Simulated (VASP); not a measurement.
# GaGe3 (Pm-3m) in VASP: further runs

The runs below take GaGe3 through single point, with PBEsol.

All numbers are computed with VASP 6.6.1; they aren't measurements. Logs are shortened: lines on timing, memory, paths and dates and some standing lists are left out, and cuts for length are marked.

## Step 1: The cell of the first run

The structure is cubic, space group Pm-3m (No. 221). The conventional cell has a = 3.860 Å, b = 3.860 Å, c = 3.860 Å, α = 90.00°, β = 90.00°, γ = 90.00°. Within 3.6 Å of Ge (site symmetry 4/mmm) lie 8 Ge at 2.73 Å and 4 Ga at 2.73 Å. Within 3.6 Å of Ga (site symmetry m-3m) lie 12 Ge at 2.73 Å.

## Step 2: Single point, PBEsol

The input, INCAR:

```
SYSTEM = GaGe3
ALGO = Normal ; EDIFF = 1E-6
ENCUT = 520 ; GGA = PS
ISIF = 2 ; ISMEAR = -1
LASPH = .True. ; LCHARG = .False.
LREAL = .False. ; LWAVE = .False.
NBANDS = 36 ; NELM = 80
PREC = Accurate ; SIGMA = 0.05
```

The input, KPOINTS:

```
k-points
0
Gamma
  6 6 6
  0 0 0
```

The input, POSCAR:

```
GaGe3
1.0
    3.8595151266      0.0000000000      0.0000000000
    0.0000000000      3.8595151266      0.0000000000
    0.0000000000      0.0000000000      3.8595151266
Ge Ga
3 1
Direct
    0.5000000000      0.5000000000      0.0000000000
    0.5000000000      0.0000000000      0.5000000000
    0.0000000000      0.5000000000      0.5000000000
    0.0000000000      0.0000000000      0.0000000000
```

Potentials or basis: VASP PAW PBE potentials, release 64 (Ge_d, Ga_d).

Command:

```bash
cat potpaw_PBE.64/Ge_d/POTCAR potpaw_PBE.64/Ga_d/POTCAR > POTCAR
mpirun -np 1 vasp_std > vasp.out
```

OUTCAR:

```text
SYSTEM = GaGe3
   EDIFF = 1E-6
   ENCUT = 520
   GGA = PS
   ISIF = 2
   ISMEAR = -1
   LASPH = .True.
   LREAL = .False.
   NELM = 80
   PREC = Accurate

 ion  position               nearest neighbor table
   1  0.500  0.500  0.000-   2 2.73   3 2.73   4 2.73   2 2.73   3 2.73   2 2.73   4 2.73   2 2.73
                             3 2.73   4 2.73   3 2.73   4 2.73
   2  0.500  0.000  0.500-   1 2.73   3 2.73   4 2.73   1 2.73   4 2.73   1 2.73   3 2.73   1 2.73
                             3 2.73   4 2.73   4 2.73   3 2.73
   3  0.000  0.500  0.500-   1 2.73   2 2.73   4 2.73   1 2.73   4 2.73   2 2.73   4 2.73   4 2.73
                             1 2.73   2 2.73   1 2.73   2 2.73
   4  0.000  0.000  0.000-   1 2.73   2 2.73   3 2.73   2 2.73   3 2.73   1 2.73   3 2.73   3 2.73
                             1 2.73   2 2.73   2 2.73   1 2.73

  LATTYP: Found a simple cubic cell.
 ALAT       =     3.8595151266

  Lattice vectors:

 A1 = (   3.8595151266,   0.0000000000,   0.0000000000)
 A2 = (   0.0000000000,   3.8595151266,   0.0000000000)
 A3 = (   0.0000000000,   0.0000000000,   3.8595151266)

Analysis of symmetry for initial positions (statically):
=====================================================================
 Subroutine PRICEL returns:
 Original cell was already a primitive cell.

 Routine SETGRP: Setting up the symmetry group for a
 simple cubic supercell.

 Subroutine GETGRP returns: Found 48 space group operations
 (whereof 48 operations were pure point group operations)
 out of a pool of 48 trial point group operations.

The static configuration has the point symmetry O_h .

Analysis of symmetry for dynamics (positions and initial velocities):
=====================================================================
 Subroutine PRICEL returns:
 Original cell was already a primitive cell.

 Routine SETGRP: Setting up the symmetry group for a
 simple cubic supercell.

 Subroutine GETGRP returns: Found 48 space group operations
 (whereof 48 operations were pure point group operations)
 out of a pool of 48 trial point group operations.

The dynamic configuration has the point symmetry O_h .

 Subroutine INISYM returns: Found 48 space group operations
 (whereof 48 operations are pure point group operations),
 and found     1 'primitive' translations

----------------------------------------------------------------------------------------

                                     Primitive cell

  volume of cell :      57.4908

  direct lattice vectors                    reciprocal lattice vectors
     3.859515127  0.000000000  0.000000000     0.259099904  0.000000000  0.000000000
     0.000000000  3.859515127  0.000000000     0.000000000  0.259099904  0.000000000
     0.000000000  0.000000000  3.859515127     0.000000000  0.000000000  0.259099904

  length of vectors
     3.859515127  3.859515127  3.859515127     0.259099904  0.259099904  0.259099904

  position of ions in fractional coordinates (direct lattice)
     0.500000000  0.500000000  0.000000000
     0.500000000  0.000000000  0.500000000
     0.000000000  0.500000000  0.500000000
     0.000000000  0.000000000  0.000000000

  ion indices of the primitive-cell ions
   primitive index   ion index
                 1           1
                 2           2
                 3           3
                 4           4

----------------------------------------------------------------------------------------

 KPOINTS: k-points

Automatic generation of k-mesh.
 Grid dimensions read from file:
 generate k-points for:    6    6    6

 Generating k-lattice:

  Cartesian coordinates                     Fractional coordinates (reciprocal lattice)
     0.043183317  0.000000000  0.000000000     0.166666667  0.000000000  0.000000000
     0.000000000  0.043183317  0.000000000     0.000000000  0.166666667  0.000000000
     0.000000000  0.000000000  0.043183317     0.000000000  0.000000000  0.166666667

  Length of vectors
     0.043183317  0.043183317  0.043183317

  Shift w.r.t. Gamma in fractional coordinates (k-lattice)
     0.000000000  0.000000000  0.000000000

 Subroutine IBZKPT returns following result:
 ===========================================

 Found     20 irreducible k-points:

 Following reciprocal coordinates:
            Coordinates               Weight
  0.000000  0.000000  0.000000      1.000000
  0.166667  0.000000  0.000000      6.000000
  0.333333  0.000000  0.000000      6.000000
  0.500000  0.000000  0.000000      3.000000
  0.166667  0.166667  0.000000     12.000000
  0.333333  0.166667  0.000000     24.000000
[... 12 lines left out ...]
  0.500000  0.500000  0.333333      6.000000
  0.500000  0.500000  0.500000      1.000000
   k-points           NKPTS =     20   k-points in BZ     NKDIM =     20   number of bands    NBANDS=     36
   number of dos      NEDOS =    301   number of ions     NIONS =      4
   total plane-waves  NPLWV =  27000
   dimension x,y,z NGX =    30 NGY =   30 NGZ =   30
   dimension x,y,z NGXF=    60 NGYF=   60 NGZF=   60
   ions per type =               3   1
   NGX,Y,Z   is equivalent  to a cutoff of  12.92, 12.92, 12.92 a.u.
   NGXF,Y,Z  is equivalent  to a cutoff of  25.84, 25.84, 25.84 a.u.
 SYSTEM =  GaGe3
   PREC   = accura    normal or accurate (medium, high low for compatibility)
   ISTART =      0    job   : 0-new  1-cont  2-samecut
   ICHARG =      2    charge: 1-file 2-atom 10-const
   ISPIN  =      1    spin polarized calculation?
   LNONCOLLINEAR =      F non collinear calculations
   LSORBIT =      F    spin-orbit coupling
   LASPH  =      T    aspherical Exc in radial PAW
   ENCUT  =  520.0 eV  38.22 Ry    6.18 a.u.   7.18  7.18  7.18*2*pi/ulx,y,z
   NELM   =     80;   NELMIN=  2; NELMDL= -5     # of ELM steps
   EDIFF  = 0.1E-05   stopping-criterion for ELM
   LREAL  =      F    real-space projection
   EDIFFG = 0.1E-04   stopping-criterion for IOM
   NSW    =      0    number of steps for IOM
   IBRION =     -1    ionic relax: 0-MD 1-quasi-New 2-CG
   NFREE  =      0    steps in history (QN), initial steepest desc. (CG)
   ISIF   =      2    stress and relaxation
   ISYM   =      2    0-nonsym 1-usesym 2-fastsym
   POTIM  = 0.5000    time-step for ionic-motion
   TEBEG  =    0.0;   TEEND  =   0.0 temperature during run
   PSTRESS=    0.0 pullay stress
   NELECT =      55.0000    total number of electrons
   NUPDOWN=      -1.0000    fix difference up-down
   EMIN   =  10.00;   EMAX   =-10.00  energy-range for DOS
   EFERMI =   0.00;   METHOD = LEGACY
   ISMEAR =    -1;   SIGMA  =   0.05  broadening in eV -4-tet -1-fermi 0-gaus
   EFERMI_NEDOS =   21; number of points for ismear=-14 and -15
   IALGO  =     38    algorithm
   IMIX   =      4    mixing-type and parameters
     AMIX     =   0.40;   BMIX     =  1.00
     AMIX_MAG =   1.60;   BMIX_MAG =  1.00
  volume/ion in A,a.u.               =      14.37        96.99
  Fermi-wavevector in a.u.,A,eV,Ry     =   1.613106  3.048329 35.403881  2.602112
  Thomas-Fermi vector in A             =   2.708229
   LORBIT       =      0    0 simple, 1 ext, 2 COOP (PROOUT), +10 PAW based schemes
   GGA     = PS    functional components
   LHFCALC =     F    Hartree Fock is set to
   AEXX    =    0.0000 exact exchange contribution
   IVDW    =     0    specifies the selected vdW correction
   LEPSILON=     F    determine dielectric tensor
   LRPA    =     F    only Hartree local field effects (RPA)
 non-spin polarized calculation
  energy-cutoff  :      520.00
  volume of cell :       57.49
 maximum number of plane-waves:      1568
 NGX is ok and might be reduce to    30
   NGX = 15   NGY = 15   NGZ = 15

 number of electron      55.0000004 magnetization

 Free energy of the ion-electron system (eV)
  ---------------------------------------------------
  ext. energy  EPLUGINS =         0.00000000
  ---------------------------------------------------
  free energy    TOTEN  =       -16.04280802 eV

  energy without entropy =      -16.02384003  energy(sigma->0) =      -16.03332402

 E-fermi :   9.5629     XC(G=0): -12.8070

 val. band max:        9.5227991870   @ k =   0.3333   0.1667   0.1667
 cond. band min:       9.5958704649   @ k =   0.5000   0.5000   0.0000
 fundamental gap:      0.0730712780
 Fermi energy:         9.5629145067

 k-point     1 :       0.0000    0.0000    0.0000
  band No.  band energies     occupation
      1     -15.3772      2.00000
      2     -15.3772      2.00000
      3     -15.3772      2.00000
      4     -15.3674      2.00000
      5     -15.2747      2.00000
      6     -15.2747      2.00000
[... 28 lines left out ...]
     35      17.1667      0.00000
     36      17.1667      0.00000

 k-point     2 :       0.1667    0.0000    0.0000
  band No.  band energies     occupation
      1     -15.3734      2.00000
      2     -15.3575      2.00000
      3     -15.3575      2.00000
      4     -15.3525      2.00000
      5     -15.2719      2.00000
      6     -15.2618      2.00000
[... 28 lines left out ...]
     35      18.1543      0.00000
     36      19.4169      0.00000

 k-point     3 :       0.3333    0.0000    0.0000
  band No.  band energies     occupation
      1     -15.3654      2.00000
      2     -15.3164      2.00000
      3     -15.3037      2.00000
      4     -15.3037      2.00000
      5     -15.2647      2.00000
      6     -15.2297      2.00000
[... 28 lines left out ...]
     35      18.3329      0.00000
     36      18.3331      0.00000
[... 586 lines left out ...]
 k-point    19 :       0.5000    0.5000    0.3333
  band No.  band energies     occupation
      1     -15.2993      2.00000
      2     -15.2967      2.00000
      3     -15.2967      2.00000
      4     -15.2959      2.00000
      5     -15.2737      2.00000
      6     -15.2737      2.00000
[... 28 lines left out ...]
     35      19.9331      0.00000
     36      19.9331      0.00000

 k-point    20 :       0.5000    0.5000    0.5000
  band No.  band energies     occupation
      1     -15.3098      2.00000
      2     -15.3041      2.00000
      3     -15.3041      2.00000
      4     -15.3041      2.00000
      5     -15.2787      2.00000
      6     -15.2787      2.00000
[... 28 lines left out ...]
     35      20.6843      0.00000
     36      20.6843      0.00000

------------------------ aborting loop because EDIFF is reached ----------------------------------------

  FORCE on cell =-STRESS in cart. coord.  units (eV):
  Direction    XX          YY          ZZ          XY          YZ          ZX
  --------------------------------------------------------------------------------------
  -------------------------------------------------------------------------------------
  Total       10.8696364     10.8696364     10.8696364     -0.0000000     -0.0000000     -0.0000000
  in kB      302.9195889    302.9195889    302.9195889     -0.0000000     -0.0000000     -0.0000000
  external PRESSURE =     302.9195889 kB  Pullay stress =       0.0000000 kB

 VOLUME and BASIS-vectors are now :
 -----------------------------------------------------------------------------
  energy-cutoff  :      520.00
  volume of cell :       57.49
      direct lattice vectors                 reciprocal lattice vectors
     3.859515127  0.000000000  0.000000000     0.259099904  0.000000000  0.000000000
     0.000000000  3.859515127  0.000000000     0.000000000  0.259099904  0.000000000
     0.000000000  0.000000000  3.859515127     0.000000000  0.000000000  0.259099904

 POSITION                                       TOTAL-FORCE (eV/Angst)
 -----------------------------------------------------------------------------------
      1.92976      1.92976      0.00000         0.000000      0.000000      0.000000
      1.92976      0.00000      1.92976         0.000000      0.000000      0.000000
      0.00000      1.92976      1.92976         0.000000      0.000000      0.000000
      0.00000      0.00000      0.00000         0.000000      0.000000      0.000000
 -----------------------------------------------------------------------------------
    total drift:                                0.000000      0.000000     -0.000000

  FREE ENERGIE OF THE ION-ELECTRON SYSTEM (eV)
  ---------------------------------------------------
  free  energy   TOTEN  =       -16.0428080166 eV

  energy  without entropy=      -16.0238400297  energy(sigma->0) =      -16.03332402
```

Run time: 29 s. Hardware: 1 thread of Intel Xeon Platinum 8375C at 2.90GHz (Ice Lake), shared host; peak memory 0.18 GiB.

Results:

| Quantity | Value |
| --- | --- |
| Free energy | -16.0428 eV |
| Pressure | 30.3 GPa |
| Band gap on the k mesh | zero (an odd number of electrons rules out a gap without spin polarisation) |

Caveat: the cell stands under pressure; the PAW data sets were made with another functional, which shifts forces and pressure a little.

## Step 3: Single point, PBEsol

This run uses another cell than the first one, of 15.23 Å³/atom.

The input, INCAR:

```
SYSTEM = GaGe3
PREC = Accurate
ENCUT = 520
EDIFF = 1E-7
ISMEAR = -1
SIGMA = 0.05
LREAL = .False.
LASPH = .True.
NELM = 100
ALGO = Normal
ISIF = 2
LWAVE = .False.
LCHARG = .False.
GGA = PS
NBANDS = 36
```

The input, KPOINTS:

```
Automatic mesh
0
Gamma
  6 6 6
  0 0 0
```

The input, POSCAR:

```
GaGe3
1.0
    3.9347094740      0.0000000000      0.0000000000
    0.0000000000      3.9347094740      0.0000000000
    0.0000000000      0.0000000000      3.9347094740
Ge Ga
3 1
Direct
    0.5000000000      0.5000000000      0.0000000000
    0.5000000000      0.0000000000      0.5000000000
    0.0000000000      0.5000000000      0.5000000000
    0.0000000000      0.0000000000      0.0000000000
```

Potentials or basis: VASP PAW PBE potentials, release 64 (Ge_d, Ga_d).

Command:

```bash
cat potpaw_PBE.64/Ge_d/POTCAR potpaw_PBE.64/Ga_d/POTCAR > POTCAR
mpirun -np 1 vasp_std > vasp.out
```

OUTCAR:

```text
SYSTEM = GaGe3
   PREC = Accurate
   ENCUT = 520
   EDIFF = 1E-7
   ISMEAR = -1
   LREAL = .False.
   LASPH = .True.
   NELM = 100
   ISIF = 2
   GGA = PS

 ion  position               nearest neighbor table
   1  0.500  0.500  0.000-   2 2.78   3 2.78   4 2.78   2 2.78   3 2.78   2 2.78   4 2.78   2 2.78
                             3 2.78   4 2.78   3 2.78   4 2.78
   2  0.500  0.000  0.500-   1 2.78   3 2.78   4 2.78   1 2.78   4 2.78   1 2.78   3 2.78   1 2.78
                             3 2.78   4 2.78   4 2.78   3 2.78
   3  0.000  0.500  0.500-   1 2.78   2 2.78   4 2.78   1 2.78   4 2.78   2 2.78   4 2.78   4 2.78
                             1 2.78   2 2.78   1 2.78   2 2.78
   4  0.000  0.000  0.000-   1 2.78   2 2.78   3 2.78   2 2.78   3 2.78   1 2.78   3 2.78   3 2.78
                             1 2.78   2 2.78   2 2.78   1 2.78

  LATTYP: Found a simple cubic cell.
 ALAT       =     3.9347094740

  Lattice vectors:

 A1 = (   3.9347094740,   0.0000000000,   0.0000000000)
 A2 = (   0.0000000000,   3.9347094740,   0.0000000000)
 A3 = (   0.0000000000,   0.0000000000,   3.9347094740)

Analysis of symmetry for initial positions (statically):
[... 172 lines left out ...]
 E-fermi :   8.8392     XC(G=0): -12.4871

 val. band max:        8.8327515202   @ k =   0.1667   0.1667   0.1667
 cond. band min:       8.8884688260   @ k =   0.5000   0.5000   0.0000
 fundamental gap:      0.0557173058
 Fermi energy:         8.8391900903

 k-point     1 :       0.0000    0.0000    0.0000
  band No.  band energies     occupation
      1     -16.0518      2.00000
      2     -16.0518      2.00000
      3     -16.0518      2.00000
      4     -16.0403      2.00000
      5     -15.9642      2.00000
      6     -15.9642      2.00000
[... 769 lines left out ...]
     35      19.3963      0.00000
     36      19.3963      0.00000

------------------------ aborting loop because EDIFF is reached ----------------------------------------

  FORCE on cell =-STRESS in cart. coord.  units (eV):
  Direction    XX          YY          ZZ          XY          YZ          ZX
  --------------------------------------------------------------------------------------
  -------------------------------------------------------------------------------------
  Total        7.6606962      7.6606962      7.6606962     -0.0000000     -0.0000000      0.0000000
  in kB      201.4841144    201.4841144    201.4841144     -0.0000000     -0.0000000      0.0000000
  external PRESSURE =     201.4841144 kB  Pullay stress =       0.0000000 kB

 VOLUME and BASIS-vectors are now :
 -----------------------------------------------------------------------------
  energy-cutoff  :      520.00
  volume of cell :       60.92
      direct lattice vectors                 reciprocal lattice vectors
     3.934709474  0.000000000  0.000000000     0.254148370  0.000000000  0.000000000
     0.000000000  3.934709474  0.000000000     0.000000000  0.254148370  0.000000000
     0.000000000  0.000000000  3.934709474     0.000000000  0.000000000  0.254148370

 POSITION                                       TOTAL-FORCE (eV/Angst)
 -----------------------------------------------------------------------------------
      1.96735      1.96735      0.00000         0.000000      0.000000      0.000000
      1.96735      0.00000      1.96735         0.000000      0.000000      0.000000
      0.00000      1.96735      1.96735         0.000000      0.000000      0.000000
      0.00000      0.00000      0.00000         0.000000      0.000000      0.000000
 -----------------------------------------------------------------------------------
    total drift:                                0.000000      0.000000     -0.000000

  FREE ENERGIE OF THE ION-ELECTRON SYSTEM (eV)
  ---------------------------------------------------
  free  energy   TOTEN  =       -16.5780249365 eV

  energy  without entropy=      -16.5584605200  energy(sigma->0) =      -16.56824273
```

OSZICAR:

```text
N       E                     dE             d eps       ncg     rms          rms(c)
DAV:   1     0.425664226088E+03    0.42566E+03   -0.25739E+04  1744   0.430E+03
DAV:   2     0.617817679014E+02   -0.36388E+03   -0.35292E+03  1440   0.749E+02
DAV:   3    -0.127405072837E+02   -0.74522E+02   -0.73464E+02  1568   0.204E+02
DAV:   4    -0.166583074142E+02   -0.39178E+01   -0.38733E+01  1676   0.538E+01
DAV:   5    -0.167426328721E+02   -0.84325E-01   -0.84128E-01  1668   0.840E+00    0.319E+00
DAV:   6    -0.166224461166E+02    0.12019E+00   -0.16455E-01  1784   0.617E+00    0.168E+00
DAV:   7    -0.165806450066E+02    0.41801E-01   -0.56220E-02  1968   0.258E+00    0.249E-01
DAV:   8    -0.165781351085E+02    0.25099E-02   -0.61617E-03  1600   0.963E-01    0.764E-02
DAV:   9    -0.165780200447E+02    0.11506E-03   -0.54319E-04  1816   0.249E-01    0.493E-02
DAV:  10    -0.165780275596E+02   -0.75149E-05   -0.57718E-05  1660   0.101E-01    0.700E-03
DAV:  11    -0.165780247892E+02    0.27705E-05   -0.18050E-05  1644   0.683E-02    0.420E-03
DAV:  12    -0.165780248390E+02   -0.49802E-07   -0.12075E-06  1568   0.868E-03    0.314E-03
DAV:  13    -0.165780249365E+02   -0.97503E-07   -0.12718E-07   940   0.540E-03
   1 F= -.16578025E+02 E0= -.16568243E+02  d E =-.195644E-01
```

Run time: 32 s. Hardware: 1 thread of Intel Xeon Platinum 8375C at 2.90GHz (Ice Lake), shared host; peak memory 0.18 GiB.

What came out:

```
Free energy            : -16.5780 eV
Pressure               : 20.1 GPa
Band gap on the k mesh : zero (an odd number of electrons rules out a gap without spin polarisation)
```

Levels at points of the mesh, in eV from the Fermi level:
```csv
k point,band 26,band 27,band 28,band 29,band 30,band 31
"(0.00, 0.00, 0.00)",-5.00,-3.23,3.13,3.13,3.13,4.12
"(0.50, 0.00, 0.00)",-2.59,-2.00,-2.00,-0.47,-0.32,5.77
"(0.50, 0.50, 0.00)",-0.25,0.05,0.05,0.19,0.19,1.29
"(0.50, 0.50, 0.50)",-6.45,-6.45,-5.79,8.54,8.54,8.64
```

Caveat: the cell stands under pressure; the PAW data sets were made with another functional, which shifts forces and pressure a little.

(Part 1 of 2 ends here.)
